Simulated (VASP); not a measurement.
# BP (F-43m) in VASP: a series of runs, part 2 of 2

VASP 6.6.1. Earlier steps stand in the parts before.

## (3) Electric field gradients, LDA (volume scaled by 0.94)

INCAR

```
SYSTEM = BP
  PREC = Accurate
  ENCUT = 520
  EDIFF = 1E-8
  ISMEAR = -1
  SIGMA = 0.08
  LREAL = .False.
  LASPH = .True.
  NELM = 60
  ALGO = Normal
  ISIF = 2
  LWAVE = .False.
  LCHARG = .False.
  GGA = CA
  LEFG = .True.
  NBANDS = 11
```

KPOINTS

```
regular mesh
0
Gamma
  12 12 12
  0 0 0
```

POSCAR

```
BP
1.0
    0.0000000000      2.2226808807      2.2226808807
    2.2226808807      0.0000000000      2.2226808807
    2.2226808807      2.2226808807      0.0000000000
B P
1 1
Direct
    0.0000000000      0.0000000000      0.0000000000
    0.7500000000      0.7500000000      0.7500000000
```

Potentials or basis: VASP PAW LDA potentials, release 64 (B, P).

Command:

```
$ cat potpaw_LDA.64/B/POTCAR potpaw_LDA.64/P/POTCAR > POTCAR
$ mpirun -np 1 vasp_std > vasp.out
```

OUTCAR:

```text
SYSTEM = BP
   PREC = Accurate
   ENCUT = 520
   EDIFF = 1E-8
   ISMEAR = -1
   LREAL = .False.
   LASPH = .True.
   NELM = 60
   ISIF = 2
   GGA = CA

 ion  position               nearest neighbor table
   1  0.000  0.000  0.000-   2 1.92   2 1.92   2 1.92   2 1.92
   2  0.750  0.750  0.750-   1 1.92   1 1.92   1 1.92   1 1.92

  LATTYP: Found a face centered cubic cell.
 ALAT       =     4.4453617614

  Lattice vectors:

 A1 = (   0.0000000000,   2.2226808807,   2.2226808807)
 A2 = (   2.2226808807,   0.0000000000,   2.2226808807)
 A3 = (   2.2226808807,   2.2226808807,   0.0000000000)

Analysis of symmetry for initial positions (statically):
=====================================================================
 Subroutine PRICEL returns:
 Original cell was already a primitive cell.

 Routine SETGRP: Setting up the symmetry group for a
 face centered cubic supercell.

 Subroutine GETGRP returns: Found 24 space group operations
 (whereof 24 operations were pure point group operations)
 out of a pool of 48 trial point group operations.

The static configuration has the point symmetry T_d .

Analysis of symmetry for dynamics (positions and initial velocities):
=====================================================================
 Subroutine PRICEL returns:
 Original cell was already a primitive cell.

 Routine SETGRP: Setting up the symmetry group for a
 face centered cubic supercell.

 Subroutine GETGRP returns: Found 24 space group operations
 (whereof 24 operations were pure point group operations)
 out of a pool of 48 trial point group operations.

The dynamic configuration has the point symmetry T_d .

 Subroutine INISYM returns: Found 24 space group operations
 (whereof 24 operations are pure point group operations),
 and found     1 'primitive' translations

----------------------------------------------------------------------------------------

                                     Primitive cell

  volume of cell :      21.9615

  direct lattice vectors                    reciprocal lattice vectors
     0.000000000  2.222680881  2.222680881    -0.224953570  0.224953570  0.224953570
     2.222680881  0.000000000  2.222680881     0.224953570 -0.224953570  0.224953570
     2.222680881  2.222680881  0.000000000     0.224953570  0.224953570 -0.224953570

  length of vectors
     3.143345446  3.143345446  3.143345446     0.389631013  0.389631013  0.389631013

  position of ions in fractional coordinates (direct lattice)
     0.000000000  0.000000000  0.000000000
     0.750000000  0.750000000  0.750000000

  ion indices of the primitive-cell ions
   primitive index   ion index
                 1           1
                 2           2

----------------------------------------------------------------------------------------

 KPOINTS: regular mesh

Automatic generation of k-mesh.
 Grid dimensions read from file:
[... 73 lines left out ...]
   POTIM  = 0.5000    time-step for ionic-motion
   TEBEG  =    0.0;   TEEND  =   0.0 temperature during run
   PSTRESS=    0.0 pullay stress
   NELECT =       8.0000    total number of electrons
   NUPDOWN=      -1.0000    fix difference up-down
   EMIN   =  10.00;   EMAX   =-10.00  energy-range for DOS
   EFERMI =   0.00;   METHOD = LEGACY
   ISMEAR =    -1;   SIGMA  =   0.08  broadening in eV -4-tet -1-fermi 0-gaus
   EFERMI_NEDOS =   21; number of points for ismear=-14 and -15
   IALGO  =     38    algorithm
   IMIX   =      4    mixing-type and parameters
     AMIX     =   0.40;   BMIX     =  1.00
     AMIX_MAG =   1.60;   BMIX_MAG =  1.00
  volume/ion in A,a.u.               =      10.98        74.10
  Fermi-wavevector in a.u.,A,eV,Ry     =   1.169188  2.209445 18.599175  1.367001
  Thomas-Fermi vector in A             =   2.305664
   LORBIT       =      0    0 simple, 1 ext, 2 COOP (PROOUT), +10 PAW based schemes
   GGA     = CA    functional components
   LHFCALC =     F    Hartree Fock is set to
   AEXX    =    0.0000 exact exchange contribution
   IVDW    =     0    specifies the selected vdW correction
   LEPSILON=     F    determine dielectric tensor
   LRPA    =     F    only Hartree local field effects (RPA)
 non-spin polarized calculation
  energy-cutoff  :      520.00
  volume of cell :       21.96
 maximum number of plane-waves:       609
   NGX = 11   NGY = 11   NGZ = 11

 number of electron       8.0000000 magnetization

 Free energy of the ion-electron system (eV)
  ---------------------------------------------------
  ext. energy  EPLUGINS =         0.00000000
  ---------------------------------------------------
  free energy    TOTEN  =       -14.38827268 eV

  energy without entropy =      -14.38826163  energy(sigma->0) =      -14.38826716

 E-fermi :   8.6927     XC(G=0): -11.3452

 val. band max:        8.1591201132   @ k =   0.0000   0.0000   0.0000
 cond. band min:       9.2651258806   @ k =   0.4167   0.4167   0.0000
 fundamental gap:      1.1060057674
 Fermi energy:         8.6926957384

 k-point     1 :       0.0000    0.0000    0.0000
  band No.  band energies     occupation
      1      -7.7859      2.00000
      2       8.1591      1.99747
      3       8.1591      1.99747
      4       8.1591      1.99747
      5      11.6412      0.00000
      6      11.6412      0.00000
      7      11.6412      0.00000
      8      16.4892      0.00000
      9      19.8664      0.00000
     10      20.5270      0.00000
     11      20.5270      0.00000
[... 309 lines left out ...]
 k-point    24 :      -0.4167    0.1667    0.0000
  band No.  band energies     occupation
      1      -3.8762      2.00000
      2      -0.7914      2.00000
      3       4.1107      2.00000
      4       5.7387      2.00000
      5      11.6998      0.00000
      6      14.3839      0.00000
      7      14.7801      0.00000
      8      18.8511      0.00000
      9      20.3931      0.00000
     10      21.2385      0.00000
     11      24.6245      0.00000

 [... further k-points ...]
[... 5 lines left out ...]
  --------------------------------------------------------------------------------------
  -------------------------------------------------------------------------------------
  Total        0.7530372      0.7530372      0.7530372      0.0000000      0.0000000     -0.0000000
  in kB       54.9370912     54.9370912     54.9370912      0.0000000      0.0000000     -0.0000000
  external PRESSURE =      54.9370912 kB  Pullay stress =       0.0000000 kB

 VOLUME and BASIS-vectors are now :
 -----------------------------------------------------------------------------
  energy-cutoff  :      520.00
  volume of cell :       21.96
      direct lattice vectors                 reciprocal lattice vectors
     0.000000000  2.222680881  2.222680881    -0.224953570  0.224953570  0.224953570
     2.222680881  0.000000000  2.222680881     0.224953570 -0.224953570  0.224953570
     2.222680881  2.222680881  0.000000000     0.224953570  0.224953570 -0.224953570

 POSITION                                       TOTAL-FORCE (eV/Angst)
 -----------------------------------------------------------------------------------
      0.00000      0.00000      0.00000         0.000000      0.000000      0.000000
      3.33402      3.33402      3.33402        -0.000000     -0.000000     -0.000000
 -----------------------------------------------------------------------------------
    total drift:                                0.000000      0.000000     -0.000000

  FREE ENERGIE OF THE ION-ELECTRON SYSTEM (eV)
  ---------------------------------------------------
  free  energy   TOTEN  =       -14.3882726780 eV

  energy  without entropy=      -14.3882616347  energy(sigma->0) =      -14.38826716

 Electric field gradients (V/A^2)
---------------------------------------------------------------------
 ion       V_xx      V_yy      V_zz      V_xy      V_xz      V_yz
---------------------------------------------------------------------
   1       0.000    -0.000     0.000     0.000     0.000     0.000
   2      -0.000    -0.000     0.000    -0.000    -0.000    -0.000
---------------------------------------------------------------------

 Electric field gradients after diagonalization (V/A^2)
 (convention: |V_zz| > |V_xx| > |V_yy|)
----------------------------------------------------------------------
 ion       V_xx      V_yy      V_zz     asymmetry (V_yy - V_xx)/ V_zz
----------------------------------------------------------------------
   1      -0.000    -0.000     0.000       0.000
   2       0.000     0.000    -0.000       0.000
----------------------------------------------------------------------

           NMR quadrupolar parameters

 Cq : quadrupolar parameter    Cq=e*Q*V_zz/h
 eta: asymmetry parameters     (V_yy - V_xx)/ V_zz
 Q  : nuclear electric quadrupole moment in mb (millibarn)
----------------------------------------------------------------------
 ion       Cq(MHz)       eta       Q (mb)
----------------------------------------------------------------------
   1       0.000       0.000       1.000
   2      -0.000       0.000       1.000
----------------------------------------------------------------------
```

OSZICAR:

```text
N       E                     dE             d eps       ncg     rms          rms(c)
DAV:   1     0.827143560399E+01    0.82714E+01   -0.40998E+03  1584   0.660E+02
DAV:   2    -0.147759457689E+02   -0.23047E+02   -0.21919E+02  2159   0.114E+02
DAV:   3    -0.153619295490E+02   -0.58598E+00   -0.58448E+00  1989   0.156E+01
DAV:   4    -0.153642090387E+02   -0.22795E-02   -0.22793E-02  1795   0.115E+00
DAV:   5    -0.153642206177E+02   -0.11579E-04   -0.11579E-04  1961   0.818E-02    0.803E+00
DAV:   6    -0.145354477749E+02    0.82877E+00   -0.18065E+00  1800   0.596E+00    0.421E+00
DAV:   7    -0.144014015867E+02    0.13405E+00   -0.32026E-01  1978   0.283E+00    0.136E+00
DAV:   8    -0.143882295698E+02    0.13172E-01   -0.33566E-02  1853   0.101E+00    0.243E-01
DAV:   9    -0.143882772092E+02   -0.47639E-04   -0.80120E-04  1836   0.202E-01    0.177E-01
DAV:  10    -0.143882709123E+02    0.62969E-05   -0.12521E-04  1761   0.637E-02    0.370E-02
DAV:  11    -0.143882731520E+02   -0.22397E-05   -0.92358E-06  1945   0.150E-02    0.462E-02
DAV:  12    -0.143882726722E+02    0.47986E-06   -0.28336E-06  1821   0.716E-03    0.175E-02
DAV:  13    -0.143882726780E+02   -0.57905E-08   -0.79006E-08  1887   0.189E-03
   1 F= -.14388273E+02 E0= -.14388267E+02  d E =-.110432E-04
```

Wall time 9 s (1 thread of AMD EPYC 9R45 (Zen 5), shared host); peak memory 0.1 GiB.

Results:

```
Free energy            : -14.3883 eV
Pressure               : 5.5 GPa
Band gap on the k mesh : 1.11 eV, indirect (least direct gap 3.48 eV)
```

Levels at points of the mesh, in eV from the valence-band top:
| k point | band 2 | band 3 | band 4 | band 5 | band 6 | band 7 |
| --- | --- | --- | --- | --- | --- | --- |
| (0.00, 0.00, 0.00) | 0.00 | 0.00 | 0.00 | 3.48 | 3.48 | 3.48 |
| (0.50, 0.00, 0.00) | -9.46 | -1.82 | -1.82 | 4.16 | 4.73 | 4.73 |
| (0.50, 0.50, 0.00) | -8.80 | -4.33 | -4.33 | 1.19 | 1.51 | 12.58 |

Caveat: without QUAD_EFG the Cq values of the log hold for a quadrupole moment of 1 mb, not for the nuclei. A k mesh can miss the band edges.
